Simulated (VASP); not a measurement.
# KMgF3 (Pm-3m) in VASP: single point with PBEsol

Aim: the single point of KMgF3 with PBEsol.

Everything below comes from runs of VASP 6.6.1. Logs are shortened: lines on timing, memory, paths and dates and some standing lists are left out, and cuts for length are marked.

**1. The cell of the first run**

Symmetry: Pm-3m, No. 221, cubic system. The conventional cell has a = 3.986 Å, b = 3.986 Å, c = 3.986 Å, α = 90.00°, β = 90.00°, γ = 90.00°. Within 3.7 Å of K (site symmetry m-3m) lie 12 F at 2.82 Å and 8 Mg at 3.45 Å. Within 2.6 Å of Mg (site symmetry m-3m) lie 6 F at 1.99 Å. F (site symmetry 4/mmm) has 2 Mg at 1.99 Å within 2.6 Å.

**2. Single point, PBEsol**

Input file INCAR:

```
PREC = Accurate
ENCUT = 520
EDIFF = 1E-7
ISMEAR = 0
SIGMA = 0.05
LREAL = F
LASPH = T
NELM = 80
ALGO = Normal
ISIF = 2
LWAVE = F
LCHARG = F
GGA = PS
NBANDS = 24
```

Input file KPOINTS:

```
regular mesh
0
Gamma
  6 6 6
```

Input file POSCAR:

```
KMgF3
1.0
    3.9859000000      0.0000000000      0.0000000000
    0.0000000000      3.9859000000      0.0000000000
    0.0000000000      0.0000000000      3.9859000000
K Mg F
1 1 3
Direct
    0.5000000000      0.5000000000      0.5000000000
    0.0000000000      0.0000000000      0.0000000000
    0.5000000000      0.0000000000      0.0000000000
    0.0000000000      0.5000000000      0.0000000000
    0.0000000000      0.0000000000      0.5000000000
```

Potentials or basis: VASP PAW PBE potentials, release 64 (K_sv, Mg, F).

Run with:

```console
$ cat potpaw_PBE.64/K_sv/POTCAR potpaw_PBE.64/Mg/POTCAR potpaw_PBE.64/F/POTCAR > POTCAR
$ mpirun -np 1 vasp_std > vasp.out
```

OUTCAR:

```text
PREC = Accurate
   ENCUT = 520
   EDIFF = 1E-7
   ISMEAR = 0
   LREAL = F
   LASPH = T
   NELM = 80
   ISIF = 2
   GGA = PS

 ion  position               nearest neighbor table
   1  0.500  0.500  0.500-   3 2.82   4 2.82   5 2.82   3 2.82   4 2.82   3 2.82   5 2.82   3 2.82
                             4 2.82   5 2.82   4 2.82   5 2.82   2 3.45   2 3.45   2 3.45   2 3.45
   2  0.000  0.000  0.000-   3 1.99   4 1.99   5 1.99   5 1.99   4 1.99   3 1.99   1 3.45   1 3.45
                             1 3.45   1 3.45   1 3.45   1 3.45   1 3.45   1 3.45
   3  0.500  0.000  0.000-   2 1.99   2 1.99   1 2.82   1 2.82   1 2.82   1 2.82
   4  0.000  0.500  0.000-   2 1.99   2 1.99   1 2.82   1 2.82   1 2.82   1 2.82
   5  0.000  0.000  0.500-   2 1.99   2 1.99   1 2.82   1 2.82   1 2.82   1 2.82

  LATTYP: Found a simple cubic cell.
 ALAT       =     3.9859000000

  Lattice vectors:

 A1 = (   3.9859000000,   0.0000000000,   0.0000000000)
 A2 = (   0.0000000000,   3.9859000000,   0.0000000000)
 A3 = (   0.0000000000,   0.0000000000,   3.9859000000)

Analysis of symmetry for initial positions (statically):
=====================================================================
 Subroutine PRICEL returns:
 Original cell was already a primitive cell.

 Routine SETGRP: Setting up the symmetry group for a
 simple cubic supercell.

 Subroutine GETGRP returns: Found 48 space group operations
 (whereof 48 operations were pure point group operations)
 out of a pool of 48 trial point group operations.

The static configuration has the point symmetry O_h .

Analysis of symmetry for dynamics (positions and initial velocities):
=====================================================================
 Subroutine PRICEL returns:
 Original cell was already a primitive cell.

 Routine SETGRP: Setting up the symmetry group for a
 simple cubic supercell.

 Subroutine GETGRP returns: Found 48 space group operations
 (whereof 48 operations were pure point group operations)
 out of a pool of 48 trial point group operations.

The dynamic configuration has the point symmetry O_h .

 Subroutine INISYM returns: Found 48 space group operations
 (whereof 48 operations are pure point group operations),
 and found     1 'primitive' translations

----------------------------------------------------------------------------------------

                                     Primitive cell

  volume of cell :      63.3256

  direct lattice vectors                    reciprocal lattice vectors
[... 90 lines left out ...]
   EDIFFG = 0.1E-05   stopping-criterion for IOM
   NSW    =      0    number of steps for IOM
   IBRION =     -1    ionic relax: 0-MD 1-quasi-New 2-CG
   NFREE  =      0    steps in history (QN), initial steepest desc. (CG)
   ISIF   =      2    stress and relaxation
   ISYM   =      2    0-nonsym 1-usesym 2-fastsym
   POTIM  = 0.5000    time-step for ionic-motion
   TEBEG  =    0.0;   TEEND  =   0.0 temperature during run
   PSTRESS=    0.0 pullay stress
   NELECT =      32.0000    total number of electrons
   NUPDOWN=      -1.0000    fix difference up-down
   EMIN   =  10.00;   EMAX   =-10.00  energy-range for DOS
   EFERMI =   0.00;   METHOD = LEGACY
   ISMEAR =     0;   SIGMA  =   0.05  broadening in eV -4-tet -1-fermi 0-gaus
   EFERMI_NEDOS =   21; number of points for ismear=-14 and -15
   IALGO  =     38    algorithm
   IMIX   =      4    mixing-type and parameters
     AMIX     =   0.40;   BMIX     =  1.00
     AMIX_MAG =   1.60;   BMIX_MAG =  1.00
  volume/ion in A,a.u.               =      12.67        85.47
  Fermi-wavevector in a.u.,A,eV,Ry     =   1.303962  2.464132 23.134232  1.700318
  Thomas-Fermi vector in A             =   2.434930
   LORBIT       =      0    0 simple, 1 ext, 2 COOP (PROOUT), +10 PAW based schemes
   GGA     = PS    functional components
   LHFCALC =     F    Hartree Fock is set to
   AEXX    =    0.0000 exact exchange contribution
   IVDW    =     0    specifies the selected vdW correction
   LEPSILON=     F    determine dielectric tensor
   LRPA    =     F    only Hartree local field effects (RPA)
 non-spin polarized calculation
 Gauss-broadening in eV      SIGMA  =   0.05
  energy-cutoff  :      520.00
  volume of cell :       63.33
 maximum number of plane-waves:      1743
 NGX is ok and might be reduce to    30
   NGX = 15   NGY = 15   NGZ = 15

 number of electron      31.9999958 magnetization

 Free energy of the ion-electron system (eV)
  ---------------------------------------------------
  ext. energy  EPLUGINS =         0.00000000
  ---------------------------------------------------
  free energy    TOTEN  =       -25.26301007 eV

  energy without entropy =      -25.26301007  energy(sigma->0) =      -25.26301007

 E-fermi :  -1.4208     XC(G=0):  -9.9447

 val. band max:       -1.7066819807   @ k =   0.5000   0.5000   0.5000
 cond. band min:       5.4161326291   @ k =   0.0000   0.0000   0.0000
 fundamental gap:      7.1228146099
 Fermi energy:        -1.4207889910

 k-point     1 :       0.0000    0.0000    0.0000
  band No.  band energies     occupation
      1     -27.1832      2.00000
      2     -21.7181      2.00000
      3     -21.0487      2.00000
      4     -21.0487      2.00000
      5     -10.7480      2.00000
      6     -10.7480      2.00000
[... 529 lines left out ...]
     23      13.2452      0.00000
     24      13.2452      0.00000

------------------------ aborting loop because EDIFF is reached ----------------------------------------

  FORCE on cell =-STRESS in cart. coord.  units (eV):
  Direction    XX          YY          ZZ          XY          YZ          ZX
  --------------------------------------------------------------------------------------
  -------------------------------------------------------------------------------------
  Total       -0.0281679     -0.0281679     -0.0281679      0.0000000      0.0000000      0.0000000
  in kB       -0.7126650     -0.7126650     -0.7126650      0.0000000      0.0000000      0.0000000
  external PRESSURE =      -0.7126650 kB  Pullay stress =       0.0000000 kB

 VOLUME and BASIS-vectors are now :
 -----------------------------------------------------------------------------
  energy-cutoff  :      520.00
  volume of cell :       63.33
      direct lattice vectors                 reciprocal lattice vectors
     3.985900000  0.000000000  0.000000000     0.250884367  0.000000000  0.000000000
     0.000000000  3.985900000  0.000000000     0.000000000  0.250884367  0.000000000
     0.000000000  0.000000000  3.985900000     0.000000000  0.000000000  0.250884367

 POSITION                                       TOTAL-FORCE (eV/Angst)
 -----------------------------------------------------------------------------------
      1.99295      1.99295      1.99295         0.000000      0.000000      0.000000
      0.00000      0.00000      0.00000         0.000000      0.000000      0.000000
      1.99295      0.00000      0.00000         0.000000      0.000000      0.000000
      0.00000      1.99295      0.00000         0.000000      0.000000      0.000000
      0.00000      0.00000      1.99295         0.000000      0.000000      0.000000
 -----------------------------------------------------------------------------------
    total drift:                                0.000000     -0.000000      0.000000

  FREE ENERGIE OF THE ION-ELECTRON SYSTEM (eV)
  ---------------------------------------------------
  free  energy   TOTEN  =       -25.2630100681 eV

  energy  without entropy=      -25.2630100681  energy(sigma->0) =      -25.26301007
```

OSZICAR:

```text
N       E                     dE             d eps       ncg     rms          rms(c)
DAV:   1     0.230945711423E+03    0.23095E+03   -0.17057E+04   976   0.127E+03
DAV:   2    -0.150779813905E+02   -0.24602E+03   -0.23513E+03  1208   0.345E+02
DAV:   3    -0.267280872546E+02   -0.11650E+02   -0.11587E+02  1376   0.695E+01
DAV:   4    -0.271334247528E+02   -0.40534E+00   -0.40522E+00  1288   0.814E+00
DAV:   5    -0.271363835521E+02   -0.29588E-02   -0.29588E-02  1296   0.663E-01    0.814E+00
DAV:   6    -0.252898102032E+02    0.18466E+01   -0.57983E+00  1104   0.174E+01    0.407E+00
DAV:   7    -0.252732605493E+02    0.16550E-01   -0.27901E-01  1152   0.278E+00    0.241E+00
DAV:   8    -0.252637065196E+02    0.95540E-02   -0.68538E-02  1184   0.239E+00    0.327E-01
DAV:   9    -0.252628315207E+02    0.87500E-03   -0.15159E-02  1224   0.849E-01    0.146E-01
DAV:  10    -0.252630484543E+02   -0.21693E-03   -0.90344E-04  1184   0.198E-01    0.114E-01
DAV:  11    -0.252630105264E+02    0.37928E-04   -0.15652E-04  1168   0.922E-02    0.386E-02
DAV:  12    -0.252630099775E+02    0.54889E-06   -0.24410E-05  1264   0.362E-02    0.332E-03
DAV:  13    -0.252630101780E+02   -0.20050E-06   -0.16585E-06  1280   0.627E-03    0.199E-03
DAV:  14    -0.252630100695E+02    0.10844E-06   -0.22251E-07  1008   0.353E-03    0.107E-03
DAV:  15    -0.252630100681E+02    0.14306E-08   -0.12654E-08   704   0.821E-04
   1 F= -.25263010E+02 E0= -.25263010E+02  d E =-.404253E-17
```

stdout:

```text
POSCAR found type information on POSCAR K MgF
 POSCAR found :  3 types and       5 ions
 scaLAPACK will be used
 -----------------------------------------------------------------------------
|                                                                             |
|                                                                             |
|     You enforced a specific xc type in the INCAR file but a different       |
|     I HOPE YOU KNOW WHAT YOU ARE DOING!                                     |
|                                                                             |
 -----------------------------------------------------------------------------

 LDA part: xc-table for (Slater+PW92), standard interpolation
 POSCAR, INCAR and KPOINTS ok, starting setup
 FFT: planning ... GRIDC
 FFT: planning ... GRID_SOFT
 FFT: planning ... GRID
 WAVECAR not read
 entering main loop
```

Wall time 38 s (1 thread of Intel Xeon Platinum 8259CL at 2.50GHz (Skylake/Cascade Lake), shared host); peak memory 0.18 GiB.

What came out:

```
Free energy            : -25.2630 eV
Pressure               : -0.1 GPa
Band gap on the k mesh : 7.12 eV, indirect (least direct gap 7.45 eV)
```

Caveat: the PAW data sets were made with another functional, which shifts forces and pressure a little. A k mesh can miss the band edges.
